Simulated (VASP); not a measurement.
# InAs (F-43m) in VASP: relaxation of cell and atoms with r2SCAN

Aim: the relaxation of cell and atoms of InAs with r2SCAN.

All numbers are computed with VASP 6.6.1; they aren't measurements. Logs are shortened: lines on timing, memory, paths and dates and some standing lists are left out, and cuts for length are marked.

### Step 1. The cell of the first run

It takes space group F-43m (No. 216, cubic). The conventional cell has a = 6.107 Å, b = 6.107 Å, c = 6.107 Å, α = 90.00°, β = 90.00°, γ = 90.00°. In (site symmetry -43m) has 4 As at 2.64 Å within 3.5 Å. Within 3.5 Å of As (site symmetry -43m) lie 4 In at 2.64 Å.

### Step 2. Relaxation of cell and atoms, r2SCAN

Input file POSCAR:

```
InAs
1.0
    0.0000000000      3.0535616558      3.0535616558
    3.0535616558      0.0000000000      3.0535616558
    3.0535616558      3.0535616558      0.0000000000
In As
1 1
Direct
    0.7500000000      0.7500000000      0.7500000000
    0.0000000000      0.0000000000      0.0000000000
```

Input file INCAR.step1:

```
SYSTEM = InAs
PREC = Accurate
ENCUT = 600
ISMEAR = 0
SIGMA = 0.01
LREAL = .FALSE.
LASPH = .TRUE.
NELM = 100
GGA = PE
ALGO = Normal
EDIFF = 1E-4
LWAVE = .TRUE.
LCHARG = .FALSE.
```

Input file INCAR.step2:

```
SYSTEM = InAs
PREC = Accurate
ENCUT = 600
EDIFF = 1E-6
ISMEAR = 0
SIGMA = 0.01
LREAL = .FALSE.
LASPH = .TRUE.
NELM = 100
ALGO = Normal
ISIF = 3
LWAVE = .FALSE.
LCHARG = .FALSE.
METAGGA = R2SCAN
LMIXTAU = .TRUE.
IBRION = 2
NSW = 100
EDIFFG = -0.005
ISTART = 1
```

Input file KPOINTS:

```
regular mesh
0
G
  10 10 10
  0 0 0
```

Potentials or basis: VASP PAW PBE potentials, release 64 (In_d, As).

Run with:

```bash
$ cat potpaw_PBE.64/In_d/POTCAR potpaw_PBE.64/As/POTCAR > POTCAR
$ cp INCAR.step1 INCAR
$ mpirun -np 1 vasp_std > vasp.out
$ cp INCAR.step2 INCAR
$ mpirun -np 1 vasp_std > vasp.out
```

OUTCAR:

```text
SYSTEM = InAs
   PREC = Accurate
   ENCUT = 600
   EDIFF = 1E-6
   ISMEAR = 0
   LREAL = .FALSE.
   LASPH = .TRUE.
   NELM = 100
   ISIF = 3
   METAGGA = R2SCAN
   IBRION = 2
   NSW = 100
   EDIFFG = -0.005
   ISTART = 1

 ion  position               nearest neighbor table
   1  0.750  0.750  0.750-   2 2.64   2 2.64   2 2.64   2 2.64
   2  0.000  0.000  0.000-   1 2.64   1 2.64   1 2.64   1 2.64

  LATTYP: Found a face centered cubic cell.
 ALAT       =     6.1071233116

  Lattice vectors:

 A1 = (   0.0000000000,   3.0535616558,   3.0535616558)
 A2 = (   3.0535616558,   0.0000000000,   3.0535616558)
 A3 = (   3.0535616558,   3.0535616558,   0.0000000000)

Analysis of symmetry for initial positions (statically):
=====================================================================
 Subroutine PRICEL returns:
 Original cell was already a primitive cell.

 Routine SETGRP: Setting up the symmetry group for a
 face centered cubic supercell.

 Subroutine GETGRP returns: Found 24 space group operations
 (whereof 24 operations were pure point group operations)
 out of a pool of 48 trial point group operations.

The static configuration has the point symmetry T_d .

Analysis of symmetry for dynamics (positions and initial velocities):
=====================================================================
 Subroutine PRICEL returns:
 Original cell was already a primitive cell.

 Routine SETGRP: Setting up the symmetry group for a
 face centered cubic supercell.

 Subroutine GETGRP returns: Found 24 space group operations
 (whereof 24 operations were pure point group operations)
 out of a pool of 48 trial point group operations.

The dynamic configuration has the point symmetry T_d .

 Subroutine INISYM returns: Found 24 space group operations
 (whereof 24 operations are pure point group operations),
 and found     1 'primitive' translations

----------------------------------------------------------------------------------------

                                     Primitive cell

  volume of cell :      56.9443

[... 146 lines left out ...]
  in kB        0.6458507      0.6458507      0.6458507      0.0000000     -0.0000000      0.0000000
  external PRESSURE =       0.6458507 kB  Pullay stress =       0.0000000 kB

 VOLUME and BASIS-vectors are now :
 -----------------------------------------------------------------------------
  energy-cutoff  :      600.00
  volume of cell :       56.94
      direct lattice vectors                 reciprocal lattice vectors
     0.000000000  3.053561656  3.053561656    -0.163743214  0.163743214  0.163743214
     3.053561656  0.000000000  3.053561656     0.163743214 -0.163743214  0.163743214
     3.053561656  3.053561656  0.000000000     0.163743214  0.163743214 -0.163743214

 POSITION                                       TOTAL-FORCE (eV/Angst)
 -----------------------------------------------------------------------------------
      4.58034      4.58034      4.58034        -0.000000     -0.000000     -0.000000
      0.00000      0.00000      0.00000         0.000000      0.000000      0.000000
 -----------------------------------------------------------------------------------
    total drift:                               -0.000002     -0.000002     -0.000002

  FREE ENERGIE OF THE ION-ELECTRON SYSTEM (eV)
  ---------------------------------------------------
  free  energy   TOTEN  =       -38.0624395839 eV

  energy  without entropy=      -38.0624395839  energy(sigma->0) =      -38.06243958

--------------------------------------- Ionic step        2  -------------------------------------------

 number of electron      18.0000001 magnetization

 Free energy of the ion-electron system (eV)
  ---------------------------------------------------
  ext. energy  EPLUGINS =         0.00000000
  ---------------------------------------------------
  free energy    TOTEN  =       -38.06244427 eV

  energy without entropy =      -38.06244427  energy(sigma->0) =      -38.06244427

 E-fermi :   3.9988     XC(G=0):  -9.5136

 val. band max:        3.9598247538   @ k =   0.0000   0.0000   0.0000
 cond. band min:       4.0359636846   @ k =   0.0000   0.0000   0.0000
 fundamental gap:      0.0761389309
 Fermi energy:         3.9987709129

 k-point     1 :       0.0000    0.0000    0.0000
  band No.  band energies     occupation
      1     -10.8335      2.00000
      2     -10.8335      2.00000
      3     -10.8335      2.00000
      4     -10.6995      2.00000
      5     -10.6995      2.00000
      6      -8.1366      2.00000
      7       3.9598      2.00000
      8       3.9598      2.00000
      9       3.9598      2.00000
     10       4.0360      0.00000
     11       8.2155      0.00000
     12       8.2155      0.00000
     13       8.2155      0.00000
[... 354 lines left out ...]
  band No.  band energies     occupation
      1     -10.9782      2.00000
      2     -10.7751      2.00000
      3     -10.7730      2.00000
      4     -10.7238      2.00000
      5     -10.6828      2.00000
      6      -6.6937      2.00000
      7      -0.9839      2.00000
      8       1.8082      2.00000
      9       2.0619      2.00000
     10       6.3140      0.00000
     11       7.0356      0.00000
     12      10.9923      0.00000
     13      11.7417      0.00000

 [... further k-points ...]
[... 5 lines left out ...]
  --------------------------------------------------------------------------------------
  -------------------------------------------------------------------------------------
  Total        0.0083285      0.0083285      0.0083285      0.0000000      0.0000000      0.0000000
  in kB        0.2339397      0.2339397      0.2339397      0.0000000      0.0000000      0.0000000
  external PRESSURE =       0.2339397 kB  Pullay stress =       0.0000000 kB

 VOLUME and BASIS-vectors are now :
 -----------------------------------------------------------------------------
  energy-cutoff  :      600.00
  volume of cell :       57.04
      direct lattice vectors                 reciprocal lattice vectors
     0.000000000  3.055252406  3.055252406    -0.163652600  0.163652600  0.163652600
     3.055252406  0.000000000  3.055252406     0.163652600 -0.163652600  0.163652600
     3.055252406  3.055252406  0.000000000     0.163652600  0.163652600 -0.163652600

 POSITION                                       TOTAL-FORCE (eV/Angst)
 -----------------------------------------------------------------------------------
      4.58288      4.58288      4.58288        -0.000000      0.000000      0.000000
      0.00000      3.05525      3.05525         0.000000     -0.000000     -0.000000
 -----------------------------------------------------------------------------------
    total drift:                               -0.000002     -0.000002     -0.000002

  FREE ENERGIE OF THE ION-ELECTRON SYSTEM (eV)
  ---------------------------------------------------
  free  energy   TOTEN  =       -38.0624442727 eV

  energy  without entropy=      -38.0624442727  energy(sigma->0) =      -38.06244427

 reached required accuracy - stopping structural energy minimisation
```

OUTCAR.step1:

```text
SYSTEM = InAs
   PREC = Accurate
   ENCUT = 600
   ISMEAR = 0
   LREAL = .FALSE.
   LASPH = .TRUE.
[... 605 lines left out ...]
      4.58034      4.58034      4.58034         0.000000      0.000000     -0.000000
      0.00000      0.00000      0.00000        -0.000000     -0.000000      0.000000
 -----------------------------------------------------------------------------------
    total drift:                               -0.000000     -0.000000     -0.000000

  FREE ENERGIE OF THE ION-ELECTRON SYSTEM (eV)
  ---------------------------------------------------
  free  energy   TOTEN  =        -7.7039054642 eV

  energy  without entropy=       -7.7038900380  energy(sigma->0) =       -7.70389775
```

Run time: 5.4 min. Hardware: 1 thread of Intel Xeon 8259CL, shared host; peak memory 0.26 GiB.

What came out:

- Free energy: -38.0624 eV
- Relaxed volume: 28.52 Å³/atom
- Relaxed cell: a = 4.321 Å, b = 4.321 Å, c = 4.321 Å, α = 60.00°, β = 60.00°, γ = 60.00°
- Space group after relaxing (to 0.1 Å): F-43m (No. 216)
- Energy gained by relaxing: 0.0 meV/atom
- Ionic steps: 2
- Pressure after relaxing: 0.0 GPa
- Band gap on the k mesh: 0.08 eV

Final structure:
```yaml
crystal:
  lattice:
    - [0.00000, 3.05525, 3.05525]
    - [3.05525, 0.00000, 3.05525]
    - [3.05525, 3.05525, 0.00000]
  atoms:
    - { symbol: In, position: [0.75000, 0.75000, 0.75000] }
    - { symbol: As, position: [0.00000, 0.00000, 0.00000] }
```

Levels at points of the mesh, in eV from the valence-band top:
```tsv
k point	band 7	band 8	band 9	band 10	band 11	band 12
(0.00, 0.00, 0.00)	0.00	0.00	0.00	0.08	4.26	4.26
(0.50, 0.00, 0.00)	-5.72	-0.97	-0.97	1.24	5.03	5.03
(0.50, 0.50, 0.00)	-5.80	-2.29	-2.29	1.87	2.34	9.62
```

Caveat: the PAW data sets were made with another functional, which shifts forces and pressure a little; spin-orbit coupling is left out, which moves the levels of the heavy elements.
